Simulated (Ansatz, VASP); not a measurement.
**GaP: VASP beside Ansatz**

The input POSCAR:

```
GaP
1.0
    0.0000000000      2.7254102088      2.7254102088
    2.7254102088      0.0000000000      2.7254102088
    2.7254102088      2.7254102088      0.0000000000
Ga P
1 1
Direct
    0.0000000000      0.0000000000      0.0000000000
    0.2500000000      0.2500000000      0.2500000000
```

INCAR.step1

```
PREC = Accurate
ENCUT = 520
ISMEAR = 0
SIGMA = 0.01
LREAL = F
LASPH = T
NELM = 60
NBANDS = 16
GGA = PE
ALGO = Normal
EDIFF = 1E-4
LWAVE = T
LCHARG = F
```

File INCAR.step2:

```
PREC = Accurate
ENCUT = 520
EDIFF = 1E-7
ISMEAR = 0
SIGMA = 0.01
LREAL = F
LASPH = T
NELM = 60
ALGO = Normal
ISIF = 2
LWAVE = F
LCHARG = F
METAGGA = R2SCAN
LMIXTAU = T
NBANDS = 16
ISTART = 1
```

KPOINTS

```
Automatic mesh
0
Gamma
  4 4 4
```

Input for Ansatz:

```yaml
crystal:
  lattice:
    - [0.0, 2.7254102088, 2.7254102088]
    - [2.7254102088, 0.0, 2.7254102088]
    - [2.7254102088, 2.7254102088, 0.0]
  atoms:
    - { symbol: Ga, position: [0.0, 0.0, 0.0] }
    - { symbol: P, position: [0.25, 0.25, 0.25] }
kpoints:
  mp_grid: { grid: [4, 4, 4] }
hamiltonian:
  xc: r2scan
scf:
  occupations: { method: fixed }
  n_extra_bands: 4
output:
  forces: true
  stress: true
  eigenvalues: true
```

Alike in both runs: task single point; functional r2SCAN; k mesh 4 × 4 × 4; no spin polarisation.

|  | VASP | Ansatz |
| --- | --- | --- |
| version | VASP 6.6.1 | Ansatz 0.2.0 |
| potentials or method | VASP PAW PBE potentials, release 64 (Ga_d, P) | plane waves |
| plane-wave cutoff (eV) | 520 | 500 |
| occupations | gaussian, width 0.01 eV | fixed |
| valence electrons in the cell | 18 | 18 |

Ansatz gave:

```
gap on the k mesh at the Fermi level (eV) : 1.88
pressure (GPa)                            : 0.5
```

Q: What did VASP give for the same quantities?

A: gap on the k mesh at the Fermi level (eV): 1.88; pressure (GPa): 0.4.

VASP's potentials were made for PBE, not for r2SCAN.

The k mesh is coarse, so the values compare programs but aren't converged.
